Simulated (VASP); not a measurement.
# Ag4Pb (I4/mmm) in VASP: single point with PBE

Aim: the single point of Ag4Pb with PBE.

Program: VASP 6.6.1. These are calculated values, not measurements. Logs are shortened: lines on timing, memory, paths and dates and some standing lists are left out, and cuts for length are marked.

## (1) The cell of the first run

Symmetry: I4/mmm, No. 139, tetragonal system. The conventional cell has a = 4.865 Å, b = 4.865 Å, c = 9.198 Å, α = 90.00°, β = 90.00°, γ = 90.00°. Ag (site symmetry 4mm) has 1 Pb at 2.25 Å within 3.0 Å. Within 3.5 Å of Ag (site symmetry mmm) lie 2 Pb at 2.43 Å and 12 Ag at 3.32 to 3.44 Å. Pb (site symmetry 4/mmm) has 6 Ag at 2.25 to 2.43 Å within 3.0 Å.

## (2) Single point, PBE

Contents of INCAR:

```
PREC = Accurate
ENCUT = 520
EDIFF = 1E-6
ISMEAR = -1
SIGMA = 0.1
LREAL = F
LASPH = T
NELM = 80
ALGO = Normal
ISIF = 2
LWAVE = F
LCHARG = T
GGA = PE
LELF = T
LVHAR = T
NBANDS = 37
```

Contents of KPOINTS:

```
regular mesh
0
Gamma
  8 8 8
```

Contents of POSCAR:

```
Ag4Pb
1.0
    0.0000000000      4.8647920000      0.0000000000
    4.8647920000      0.0000000000      0.0000000000
    2.4323960000      2.4323960000     -4.5990440000
Ag Pb
4 1
Direct
    0.2450000000      0.2450000000      0.5100000000
    0.7550000000      0.7550000000      0.4900000000
    0.5000000000      0.0000000000      0.0000000000
    0.0000000000      0.5000000000      0.0000000000
    0.0000000000      0.0000000000      0.0000000000
```

Potentials or basis: VASP PAW PBE potentials, release 64 (Ag, Pb_d).

Command:

```sh
$ cat potpaw_PBE.64/Ag/POTCAR potpaw_PBE.64/Pb_d/POTCAR > POTCAR
$ mpirun -np 1 vasp_std > vasp.out
```

OUTCAR:

```text
PREC = Accurate
   ENCUT = 520
   EDIFF = 1E-6
   ISMEAR = -1
   LREAL = F
   LASPH = T
   NELM = 80
   ISIF = 2
   GGA = PE

 ion  position               nearest neighbor table
   1  0.245  0.245  0.510-   5 2.25   4 3.32   3 3.32   4 3.32   3 3.32   3 3.38   4 3.38   3 3.38
                             4 3.38   2 3.44   2 3.44   2 3.44   2 3.44
   2  0.755  0.755  0.490-   5 2.25   4 3.32   3 3.32   4 3.32   3 3.32   4 3.38   3 3.38   3 3.38
                             4 3.38   1 3.44   1 3.44   1 3.44   1 3.44
   3  0.500  0.000  0.000-   5 2.43   5 2.43   2 3.32   1 3.32   2 3.32   1 3.32   1 3.38   2 3.38
                             2 3.38   1 3.38   4 3.44   4 3.44   4 3.44   4 3.44
   4  0.000  0.500  0.000-   5 2.43   5 2.43   2 3.32   1 3.32   2 3.32   1 3.32   1 3.38   2 3.38
                             2 3.38   1 3.38   3 3.44   3 3.44   3 3.44   3 3.44
   5  0.000  0.000  0.000-   1 2.25   2 2.25   3 2.43   4 2.43   4 2.43   3 2.43

  LATTYP: Found a body centered tetragonal cell.
 ALAT       =     4.8647920000
 C/A-ratio  =     1.8907464081

  Lattice vectors:

 A1 = (  -2.4323960000,   2.4323960000,   4.5990440000)
 A2 = (   2.4323960000,  -2.4323960000,   4.5990440000)
 A3 = (   2.4323960000,   2.4323960000,  -4.5990440000)

Analysis of symmetry for initial positions (statically):
=====================================================================
 Subroutine PRICEL returns:
 Original cell was already a primitive cell.

 Routine SETGRP: Setting up the symmetry group for a
 body centered tetragonal supercell.

 Subroutine GETGRP returns: Found 16 space group operations
 (whereof 16 operations were pure point group operations)
 out of a pool of 16 trial point group operations.

The static configuration has the point symmetry D_4h.

Analysis of symmetry for dynamics (positions and initial velocities):
=====================================================================
 Subroutine PRICEL returns:
 Original cell was already a primitive cell.

 Routine SETGRP: Setting up the symmetry group for a
 body centered tetragonal supercell.

 Subroutine GETGRP returns: Found 16 space group operations
 (whereof 16 operations were pure point group operations)
 out of a pool of 16 trial point group operations.

The dynamic configuration has the point symmetry D_4h.

 Subroutine INISYM returns: Found 16 space group operations
 (whereof 16 operations are pure point group operations),
 and found     1 'primitive' translations

----------------------------------------------------------------------------------------

                                     Primitive cell

  volume of cell :     108.8419

  direct lattice vectors                    reciprocal lattice vectors
     0.000000000  4.864792000  0.000000000     0.000000000  0.205558634  0.108718247
     4.864792000  0.000000000  0.000000000     0.205558634  0.000000000  0.108718247
     2.432396000  2.432396000 -4.599044000     0.000000000  0.000000000 -0.217436493

  length of vectors
     4.864792000  4.864792000  5.743196524     0.232538189  0.232538189  0.217436493

  position of ions in fractional coordinates (direct lattice)
     0.245000000  0.245000000  0.510000000
     0.755000000  0.755000000  0.490000000
     0.500000000  0.000000000  0.000000000
     0.000000000  0.500000000  0.000000000
     0.000000000  0.000000000  0.000000000

  ion indices of the primitive-cell ions
   primitive index   ion index
                 1           1
                 2           2
                 3           3
                 4           4
                 5           5

----------------------------------------------------------------------------------------

 KPOINTS: regular mesh

Automatic generation of k-mesh.
 Grid dimensions read from file:
 generate k-points for:    8    8    8

 Generating k-lattice:

  Cartesian coordinates                     Fractional coordinates (reciprocal lattice)
     0.000000000  0.025694829  0.013589781     0.125000000  0.000000000  0.000000000
     0.025694829  0.000000000  0.013589781     0.000000000  0.125000000  0.000000000
     0.000000000  0.000000000 -0.027179562     0.000000000  0.000000000  0.125000000

  Length of vectors
     0.029067274  0.029067274  0.027179562

  Shift w.r.t. Gamma in fractional coordinates (k-lattice)
     0.000000000  0.000000000  0.000000000

 Subroutine IBZKPT returns following result:
 ===========================================

 Found     59 irreducible k-points:

 Following reciprocal coordinates:
            Coordinates               Weight
  0.000000  0.000000  0.000000      1.000000
  0.125000  0.000000  0.000000      8.000000
  0.250000  0.000000  0.000000      8.000000
  0.375000  0.000000  0.000000      8.000000
  0.500000  0.000000  0.000000      4.000000
  0.125000  0.125000  0.000000      8.000000
[... 16 lines left out ...]
  0.250000  0.000000  0.125000      4.000000
  0.375000  0.000000  0.125000      8.000000
 [... further k-points ...]
   k-points           NKPTS =     59   k-points in BZ     NKDIM =     59   number of bands    NBANDS=     37
   number of dos      NEDOS =    301   number of ions     NIONS =      5
   total plane-waves  NPLWV =  62208
   dimension x,y,z NGX =    36 NGY =   36 NGZ =   48
   dimension x,y,z NGXF=    72 NGYF=   72 NGZF=   96
   ions per type =               4   1
   NGX,Y,Z   is equivalent  to a cutoff of  12.30, 12.30, 13.89 a.u.
   NGXF,Y,Z  is equivalent  to a cutoff of  24.60, 24.60, 27.79 a.u.
 SYSTEM =  unknown system
   PREC   = accura    normal or accurate (medium, high low for compatibility)
   ISTART =      0    job   : 0-new  1-cont  2-samecut
   ICHARG =      2    charge: 1-file 2-atom 10-const
   ISPIN  =      1    spin polarized calculation?
   LNONCOLLINEAR =      F non collinear calculations
   LSORBIT =      F    spin-orbit coupling
   LASPH  =      T    aspherical Exc in radial PAW
   ENCUT  =  520.0 eV  38.22 Ry    6.18 a.u.   9.05  9.05 10.68*2*pi/ulx,y,z
   NELM   =     80;   NELMIN=  2; NELMDL= -5     # of ELM steps
   EDIFF  = 0.1E-05   stopping-criterion for ELM
   LREAL  =      F    real-space projection
   EDIFFG = 0.1E-04   stopping-criterion for IOM
   NSW    =      0    number of steps for IOM
   IBRION =     -1    ionic relax: 0-MD 1-quasi-New 2-CG
   NFREE  =      0    steps in history (QN), initial steepest desc. (CG)
   ISIF   =      2    stress and relaxation
   ISYM   =      2    0-nonsym 1-usesym 2-fastsym
   POTIM  = 0.5000    time-step for ionic-motion
   TEBEG  =    0.0;   TEEND  =   0.0 temperature during run
   PSTRESS=    0.0 pullay stress
   NELECT =      58.0000    total number of electrons
   NUPDOWN=      -1.0000    fix difference up-down
   EMIN   =  10.00;   EMAX   =-10.00  energy-range for DOS
   EFERMI =   0.00;   METHOD = LEGACY
   ISMEAR =    -1;   SIGMA  =   0.10  broadening in eV -4-tet -1-fermi 0-gaus
   EFERMI_NEDOS =   21; number of points for ismear=-14 and -15
   IALGO  =     38    algorithm
   IMIX   =      4    mixing-type and parameters
     AMIX     =   0.40;   BMIX     =  1.00
     AMIX_MAG =   1.60;   BMIX_MAG =  1.00
  volume/ion in A,a.u.               =      21.77       146.90
  Fermi-wavevector in a.u.,A,eV,Ry     =   1.327248  2.508135 23.967854  1.761588
  Thomas-Fermi vector in A             =   2.456575
   LORBIT       =      0    0 simple, 1 ext, 2 COOP (PROOUT), +10 PAW based schemes
   GGA     = PE    functional components
   LHFCALC =     F    Hartree Fock is set to
   AEXX    =    0.0000 exact exchange contribution
   IVDW    =     0    specifies the selected vdW correction
   LEPSILON=     F    determine dielectric tensor
   LRPA    =     F    only Hartree local field effects (RPA)
 non-spin polarized calculation
  energy-cutoff  :      520.00
  volume of cell :      108.84
 maximum number of plane-waves:      2956
   NGX = 19   NGY = 19   NGZ = 21

 number of electron      58.0000004 magnetization

 Free energy of the ion-electron system (eV)
  ---------------------------------------------------
  ext. energy  EPLUGINS =         0.00000000
  ---------------------------------------------------
  free energy    TOTEN  =        -7.55000022 eV

  energy without entropy =       -7.51949931  energy(sigma->0) =       -7.53474977

 E-fermi :   7.0122     XC(G=0): -10.8222

 val. band max:        6.9549710359   @ k =   0.5000   0.3750   0.1250
 cond. band min:       7.0203513084   @ k =  -0.3750   0.0000   0.1250
 fundamental gap:      0.0653802724
 Fermi energy:         7.0122425300

 k-point     1 :       0.0000    0.0000    0.0000
  band No.  band energies     occupation
      1     -11.1989      2.00000
      2     -10.9936      2.00000
      3     -10.6733      2.00000
      4     -10.6733      2.00000
      5     -10.5317      2.00000
      6      -4.8938      2.00000
[... 29 lines left out ...]
     36      11.7850      0.00000
     37      12.6090      0.00000

 k-point     2 :       0.1250    0.0000    0.0000
  band No.  band energies     occupation
      1     -11.1930      2.00000
      2     -10.9710      2.00000
      3     -10.6734      2.00000
      4     -10.6688      2.00000
      5     -10.5269      2.00000
      6      -4.8072      2.00000
[... 29 lines left out ...]
     36      12.3317      0.00000
     37      12.3864      0.00000

 k-point     3 :       0.2500    0.0000    0.0000
  band No.  band energies     occupation
      1     -11.1829      2.00000
      2     -10.9119      2.00000
      3     -10.6735      2.00000
      4     -10.6580      2.00000
      5     -10.5152      2.00000
      6      -4.5698      2.00000
[... 29 lines left out ...]
     36      12.2803      0.00000
     37      12.6321      0.00000
[... 761 lines left out ...]
 k-point    23 :       0.2500    0.0000    0.1250
  band No.  band energies     occupation
      1     -11.1826      2.00000
      2     -10.9118      2.00000
      3     -10.6732      2.00000
      4     -10.6576      2.00000
      5     -10.5153      2.00000
      6      -4.5898      2.00000
[... 29 lines left out ...]
     36      11.8071      0.00000
     37      12.6164      0.00000

 k-point    24 :       0.3750    0.0000    0.1250
  band No.  band energies     occupation
      1     -11.1762      2.00000
      2     -10.8485      2.00000
      3     -10.6734      2.00000
      4     -10.6467      2.00000
      5     -10.5036      2.00000
      6      -4.2995      2.00000
[... 29 lines left out ...]
     36      12.1035      0.00000
     37      14.5873      0.00000

 [... further k-points ...]

------------------------ aborting loop because EDIFF is reached ----------------------------------------

  FORCE on cell =-STRESS in cart. coord.  units (eV):
  Direction    XX          YY          ZZ          XY          YZ          ZX
  --------------------------------------------------------------------------------------
  -------------------------------------------------------------------------------------
  Total       14.2908698     14.2908698     30.0831907      0.0000000      0.0000000      0.0000000
  in kB      210.3648271    210.3648271    442.8313536      0.0000000      0.0000000      0.0000000
  external PRESSURE =     287.8536692 kB  Pullay stress =       0.0000000 kB

 VOLUME and BASIS-vectors are now :
 -----------------------------------------------------------------------------
  energy-cutoff  :      520.00
  volume of cell :      108.84
      direct lattice vectors                 reciprocal lattice vectors
     0.000000000  4.864792000  0.000000000     0.000000000  0.205558634  0.108718247
     4.864792000  0.000000000  0.000000000     0.205558634  0.000000000  0.108718247
     2.432396000  2.432396000 -4.599044000     0.000000000  0.000000000 -0.217436493

 POSITION                                       TOTAL-FORCE (eV/Angst)
 -----------------------------------------------------------------------------------
      2.43240      2.43240     -2.34551         0.000000      0.000000      7.647412
      4.86479      4.86479     -2.25353        -0.000000     -0.000000     -7.647412
      0.00000      2.43240      0.00000         0.000000     -0.000000     -0.000000
      2.43240      0.00000      0.00000         0.000000      0.000000     -0.000000
      0.00000      0.00000      0.00000        -0.000000     -0.000000     -0.000000
 -----------------------------------------------------------------------------------
    total drift:                                0.000000      0.000000     -0.000000

  FREE ENERGIE OF THE ION-ELECTRON SYSTEM (eV)
  ---------------------------------------------------
  free  energy   TOTEN  =        -7.5500002238 eV

  energy  without entropy=       -7.5194993074  energy(sigma->0) =       -7.53474977
```

Run time: 2.6 min. Hardware: 1 thread of AMD EPYC 7R13 (Zen 3), shared host; peak memory 0.33 GiB.

What came out:

```
Free energy            : -7.5500 eV
Pressure               : 28.8 GPa
Largest force          : 7.647 eV/Å
Band gap on the k mesh : zero (bands 29 and 30 overlap by 0.99 eV)
```

Forces on the atoms (eV/Å):
```
Ag   0.000  0.000  7.647
Ag   0.000  0.000 -7.647
Ag   0.000  0.000  0.000
Ag   0.000  0.000  0.000
Pb   0.000  0.000  0.000
```

Stress tensor (GPa, compression positive):
```
21.04  0.00  0.00
 0.00 21.04  0.00
 0.00  0.00 44.28
```

Caveat: the cell stands under pressure; spin-orbit coupling is left out, which moves the levels of the heavy elements; forces of over 1 eV/Å act on the atoms, so gaps and moduli don't describe the material at rest.
